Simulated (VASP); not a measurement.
# TiSbOs4 (F-43m) in VASP: further runs, part 2 of 3

VASP 6.6.1. The steps go on from the part before.

### 4 Relaxation of cell and atoms, PBE

INCAR reads:

```
ALGO = Fast ; EDIFF = 1E-6
EDIFFG = -0.04 ; ENCUT = 600
GGA = PE ; IBRION = 2
ISIF = 3 ; ISMEAR = 0
LASPH = T ; LCHARG = F
LREAL = F ; LWAVE = F
NELM = 80 ; NSW = 90
PREC = Accurate ; SIGMA = 0.1
```

KPOINTS reads:

```
k-points
0
Gamma
  4 4 4
```

POSCAR reads:

```
TiSbOs4
1.0
    0.0000000000      3.5612083053      3.5612083053
    3.5612083053      0.0000000000      3.5612083053
    3.5612083053      3.5612083053      0.0000000000
Ti Sb Os
1 1 4
Direct
    0.0000000000      0.0000000000      0.0000000000
    0.7500000000      0.7500000000      0.7500000000
    0.3750000000      0.8750000000      0.3750000000
    0.3750000000      0.3750000000      0.8750000000
    0.3750000000      0.3750000000      0.3750000000
    0.8750000000      0.3750000000      0.3750000000
```

Potentials or basis: VASP PAW PBE potentials, release 64 (Ti_sv, Sb, Os).

Run with:

```bash
cat potpaw_PBE.64/Ti_sv/POTCAR potpaw_PBE.64/Sb/POTCAR potpaw_PBE.64/Os/POTCAR > POTCAR
mpirun -np 1 vasp_std > vasp.out
```

OUTCAR:

```text
EDIFF = 1E-6
   EDIFFG = -0.04
   ENCUT = 600
   GGA = PE
   IBRION = 2
   ISIF = 3
   ISMEAR = 0
   LASPH = T
   LREAL = F
   NELM = 80
   NSW = 90
   PREC = Accurate

 ion  position               nearest neighbor table
   1  0.000  0.000  0.000-   3 2.95   5 2.95   6 2.95   4 2.95   5 2.95   6 2.95   3 2.95   4 2.95
                             5 2.95   3 2.95   4 2.95   6 2.95   2 3.08   2 3.08   2 3.08   2 3.08
   2  0.750  0.750  0.750-   3 2.95   4 2.95   5 2.95   4 2.95   5 2.95   6 2.95   3 2.95   5 2.95
                             6 2.95   3 2.95   4 2.95   6 2.95   1 3.08   1 3.08   1 3.08   1 3.08
   3  0.375  0.875  0.375-   5 2.52   4 2.52   4 2.52   5 2.52   6 2.52   6 2.52   2 2.95   1 2.95
                             2 2.95   1 2.95   1 2.95   2 2.95
   4  0.375  0.375  0.875-   5 2.52   3 2.52   5 2.52   6 2.52   3 2.52   6 2.52   2 2.95   1 2.95
                             2 2.95   1 2.95   1 2.95   2 2.95
   5  0.375  0.375  0.375-   3 2.52   4 2.52   6 2.52   4 2.52   3 2.52   6 2.52   2 2.95   1 2.95
                             2 2.95   1 2.95   2 2.95   1 2.95
   6  0.875  0.375  0.375-   5 2.52   4 2.52   3 2.52   3 2.52   4 2.52   5 2.52   1 2.95   2 2.95
                             1 2.95   2 2.95   1 2.95   2 2.95

  LATTYP: Found a face centered cubic cell.
 ALAT       =     7.1224166106

  Lattice vectors:

 A1 = (   0.0000000000,   3.5612083053,   3.5612083053)
 A2 = (   3.5612083053,   0.0000000000,   3.5612083053)
 A3 = (   3.5612083053,   3.5612083053,   0.0000000000)

Analysis of symmetry for initial positions (statically):
=====================================================================
 Subroutine PRICEL returns:
 Original cell was already a primitive cell.

 Routine SETGRP: Setting up the symmetry group for a
 face centered cubic supercell.

 Subroutine GETGRP returns: Found 24 space group operations
 (whereof 24 operations were pure point group operations)
 out of a pool of 48 trial point group operations.

The static configuration has the point symmetry T_d .

Analysis of symmetry for dynamics (positions and initial velocities):
=====================================================================
 Subroutine PRICEL returns:
 Original cell was already a primitive cell.

 Routine SETGRP: Setting up the symmetry group for a
 face centered cubic supercell.

 Subroutine GETGRP returns: Found 24 space group operations
 (whereof 24 operations were pure point group operations)
 out of a pool of 48 trial point group operations.

The dynamic configuration has the point symmetry T_d .

 Subroutine INISYM returns: Found 24 space group operations
 (whereof 24 operations are pure point group operations),
 and found     1 'primitive' translations

----------------------------------------------------------------------------------------

                                     Primitive cell

  volume of cell :      90.3279

  direct lattice vectors                    reciprocal lattice vectors
     0.000000000  3.561208305  3.561208305    -0.140401784  0.140401784  0.140401784
     3.561208305  0.000000000  3.561208305     0.140401784 -0.140401784  0.140401784
     3.561208305  3.561208305  0.000000000     0.140401784  0.140401784 -0.140401784

  length of vectors
     5.036309084  5.036309084  5.036309084     0.243183024  0.243183024  0.243183024

  position of ions in fractional coordinates (direct lattice)
     0.000000000  0.000000000  0.000000000
     0.750000000  0.750000000  0.750000000
[... 50 lines left out ...]
   k-points           NKPTS =      8   k-points in BZ     NKDIM =      8   number of bands    NBANDS=     29
   number of dos      NEDOS =    301   number of ions     NIONS =      6
   total plane-waves  NPLWV =  64000
   dimension x,y,z NGX =    40 NGY =   40 NGZ =   40
   dimension x,y,z NGXF=    80 NGYF=   80 NGZF=   80
   ions per type =               1   1   4
   NGX,Y,Z   is equivalent  to a cutoff of  13.20, 13.20, 13.20 a.u.
   NGXF,Y,Z  is equivalent  to a cutoff of  26.41, 26.41, 26.41 a.u.
 SYSTEM =  unknown system
   PREC   = accura    normal or accurate (medium, high low for compatibility)
   ISTART =      0    job   : 0-new  1-cont  2-samecut
   ICHARG =      2    charge: 1-file 2-atom 10-const
   ISPIN  =      1    spin polarized calculation?
   LNONCOLLINEAR =      F non collinear calculations
   LSORBIT =      F    spin-orbit coupling
   LASPH  =      T    aspherical Exc in radial PAW
   ENCUT  =  600.0 eV  44.10 Ry    6.64 a.u.  10.06 10.06 10.06*2*pi/ulx,y,z
   NELM   =     80;   NELMIN=  2; NELMDL= -5     # of ELM steps
   EDIFF  = 0.1E-05   stopping-criterion for ELM
   LREAL  =      F    real-space projection
   EDIFFG = -.4E-01   stopping-criterion for IOM
   NSW    =     90    number of steps for IOM
   IBRION =      2    ionic relax: 0-MD 1-quasi-New 2-CG
   NFREE  =      1    steps in history (QN), initial steepest desc. (CG)
   ISIF   =      3    stress and relaxation
   ISYM   =      2    0-nonsym 1-usesym 2-fastsym
   POTIM  = 0.5000    time-step for ionic-motion
   TEBEG  =    0.0;   TEEND  =   0.0 temperature during run
   PSTRESS=    0.0 pullay stress
   NELECT =      49.0000    total number of electrons
   NUPDOWN=      -1.0000    fix difference up-down
   EMIN   =  10.00;   EMAX   =-10.00  energy-range for DOS
   EFERMI =   0.00;   METHOD = LEGACY
   ISMEAR =     0;   SIGMA  =   0.10  broadening in eV -4-tet -1-fermi 0-gaus
   EFERMI_NEDOS =   21; number of points for ismear=-14 and -15
   IALGO  =     68    algorithm
   IMIX   =      4    mixing-type and parameters
     AMIX     =   0.40;   BMIX     =  1.00
     AMIX_MAG =   1.60;   BMIX_MAG =  1.00
  volume/ion in A,a.u.               =      15.05       101.59
  Fermi-wavevector in a.u.,A,eV,Ry     =   1.335158  2.523084 24.254400  1.782648
  Thomas-Fermi vector in A             =   2.463884
   LORBIT       =      0    0 simple, 1 ext, 2 COOP (PROOUT), +10 PAW based schemes
   GGA     = PE    functional components
   LHFCALC =     F    Hartree Fock is set to
   AEXX    =    0.0000 exact exchange contribution
   IVDW    =     0    specifies the selected vdW correction
   LEPSILON=     F    determine dielectric tensor
   LRPA    =     F    only Hartree local field effects (RPA)
 conjugate gradient relaxation of ions
 non-spin polarized calculation
 RMM-DIIS sequential band-by-band and
 Gauss-broadening in eV      SIGMA  =   0.10
  energy-cutoff  :      600.00
  volume of cell :       90.33
 maximum number of plane-waves:      3042
   NGX = 21   NGY = 21   NGZ = 21

--------------------------------------- Ionic step        1  -------------------------------------------

 number of electron      49.0000007 magnetization

 Free energy of the ion-electron system (eV)
  ---------------------------------------------------
  ext. energy  EPLUGINS =         0.00000000
  ---------------------------------------------------
  free energy    TOTEN  =       -53.43344860 eV

  energy without entropy =      -53.40172845  energy(sigma->0) =      -53.41758853

 E-fermi :  10.6860     XC(G=0): -13.2037

 val. band max:       10.6462482930   @ k =   0.0000   0.0000   0.0000
 cond. band min:      10.7343061851   @ k =   0.2500   0.0000   0.0000
 fundamental gap:      0.0880578922
 Fermi energy:        10.6859760950

 k-point     1 :       0.0000    0.0000    0.0000
  band No.  band energies     occupation
      1     -46.7644      2.00000
      2     -23.0218      2.00000
      3     -23.0218      2.00000
      4     -23.0218      2.00000
      5      -2.0725      2.00000
      6       1.0582      2.00000
[... 284 lines left out ...]
--------------------------------------- Ionic step        2  -------------------------------------------

 number of electron      49.0000001 magnetization

------------------------ aborting loop EDIFF was not reached (unconverged)  ----------------------------

  FORCE on cell =-STRESS in cart. coord.  units (eV):
  Direction    XX          YY          ZZ          XY          YZ          ZX
  --------------------------------------------------------------------------------------
  -------------------------------------------------------------------------------------
  Total      -42.7507781    -42.7507781    -42.7507781      0.0000000     -0.0000000      0.0000000
  in kB     -501.0251698   -501.0251698   -501.0251698      0.0000000     -0.0000000      0.0000000
  external PRESSURE =    -501.0251698 kB  Pullay stress =       0.0000000 kB
[... 107 lines left out ...]
--------------------------------------- Ionic step        5  -------------------------------------------

 number of electron      49.0000000 magnetization

 Free energy of the ion-electron system (eV)
  ---------------------------------------------------
  ext. energy  EPLUGINS =         0.00000000
  ---------------------------------------------------
  free energy    TOTEN  =       -54.38510048 eV

  energy without entropy =      -54.34463401  energy(sigma->0) =      -54.36486724

 E-fermi :   9.0737     XC(G=0): -12.6182

 val. band max:        9.0607476642   @ k =   0.2500   0.2500   0.0000
 cond. band min:       9.0993448091   @ k =  -0.2500   0.2500   0.0000
 fundamental gap:      0.0385971449
 Fermi energy:         9.0736912633

 k-point     1 :       0.0000    0.0000    0.0000
  band No.  band energies     occupation
      1     -48.6067      2.00000
      2     -24.8290      2.00000
      3     -24.8290      2.00000
      4     -24.8290      2.00000
      5      -2.7526      2.00000
      6       0.5566      2.00000
[... 278 lines left out ...]
  FREE ENERGIE OF THE ION-ELECTRON SYSTEM (eV)
  ---------------------------------------------------
  free  energy   TOTEN  =       -54.3851004810 eV

  energy  without entropy=      -54.3446340074  energy(sigma->0) =      -54.36486724

 reached required accuracy - stopping structural energy minimisation
```

It took 5.4 min on 1 thread of AMD EPYC 9R45 (Zen 5), shared host; peak memory 0.24 GiB.

Results:

```
Free energy                           : -54.3851 eV
Relaxed volume                        : 16.78 Å³/atom
Relaxed cell                          : a = 5.222 Å, b = 5.222 Å, c = 5.222 Å, α = 60.00°, β = 60.00°, γ = 60.00°
Space group after relaxing (to 0.1 Å) : F-43m (No. 216)
Pressure after relaxing               : 0.1 GPa
Band gap on the k mesh                : zero (an odd number of electrons rules out a gap without spin polarisation)
```

Final structure:
```xyz
6
Lattice="0.0000 3.6925 3.6925 3.6925 0.0000 3.6925 3.6925 3.6925 0.0000" Properties=species:S:1:pos:R:3 pbc="T T T"
Ti    0.0000    0.0000    0.0000
Sb    5.5388    5.5388    5.5388
Os    4.6181    2.7670    4.6181
Os    4.6181    4.6181    2.7670
Os    2.7670    2.7670    2.7670
Os    2.7670    4.6181    4.6181
```

Levels at points of the mesh, in eV from the Fermi level:
```csv
k point,band 22,band 23,band 24,band 25,band 26,band 27
"(0.00, 0.00, 0.00)",-0.18,-0.18,-0.01,-0.01,-0.01,0.52
"(0.50, 0.00, 0.00)",-0.36,-0.36,-0.19,0.15,0.15,0.55
"(0.50, 0.50, 0.00)",-2.24,-0.93,-0.06,-0.05,-0.05,0.27
```

Caveat: the k points lie up to 0.37 Å⁻¹ apart in the final cell, too coarse for converged energies and pressures of a metal; spin-orbit coupling is left out, which moves the levels of the heavy elements.

### 5 Single point, PBE

This run uses another cell than the first one, of 16.78 Å³/atom.

INCAR reads:

```
SYSTEM = TiSbOs4
ALGO = Fast
EDIFF = 1E-6
ENCUT = 520
GGA = PE
ISIF = 2
ISMEAR = 0
LASPH = .TRUE.
LCHARG = .FALSE.
LREAL = .FALSE.
LWAVE = .FALSE.
NBANDS = 34
NELM = 100
PREC = Accurate
SIGMA = 0.1
```

KPOINTS reads:

```
k-points
0
G
  10 10 10
  0 0 0
```

POSCAR reads:

```
TiSbOs4
1.0
    0.0000000000      3.6927123146      3.6927123146
    3.6927123146      0.0000000000      3.6927123146
    3.6927123146      3.6927123146      0.0000000000
Ti Sb Os
1 1 4
Direct
    0.0000000000      0.0000000000      0.0000000000
    0.2500000000      0.2500000000      0.2500000000
    0.1242398368      0.6252533877      0.6252533877
    0.6252533877      0.6252533877      0.6252533877
    0.6252533877      0.1242398368      0.6252533877
    0.6252533877      0.6252533877      0.1242398368
```

Run with:

```bash
cat potpaw_PBE.64/Ti_sv/POTCAR potpaw_PBE.64/Sb/POTCAR potpaw_PBE.64/Os/POTCAR > POTCAR
mpirun -np 1 vasp_std > vasp.out
```

Run time: 3.9 min. Hardware: 1 thread of AMD EPYC 9R45 (Zen 5), shared host; peak memory 0.31 GiB.

The run converged. Its results:

* Free energy: -54.4495 eV
* Pressure: 0.0 GPa
* Largest force: 0.009 eV/Å
* Band gap on the k mesh: zero (an odd number of electrons rules out a gap without spin polarisation)

Forces in eV/Å, atoms in the order of the input:
```
Ti   0.000  0.000  0.000
Sb   0.000  0.000  0.000
Os   0.005 -0.005 -0.005
Os   0.005  0.005  0.005
Os  -0.005  0.005 -0.005
Os  -0.005 -0.005  0.005
```

Levels at points of the mesh, in eV from the Fermi level:
```
           k point  band 20  band 21  band 22  band 23  band 24  band 25  band 26  band 27  band 28  band 29
(0.00, 0.00, 0.00)    -0.72    -0.22    -0.22    -0.22    -0.03    -0.03    -0.03     0.50     0.50     1.83
(0.50, 0.00, 0.00)    -2.74    -0.89    -0.39    -0.39    -0.20     0.13     0.13     0.50     0.57     0.57
(0.50, 0.50, 0.00)    -2.29    -2.26    -2.26    -0.95    -0.10    -0.10    -0.10     0.24     0.37     1.18
```

Caveat: spin-orbit coupling is left out, which moves the levels of the heavy elements.

(Part 2 of 3 ends here.)
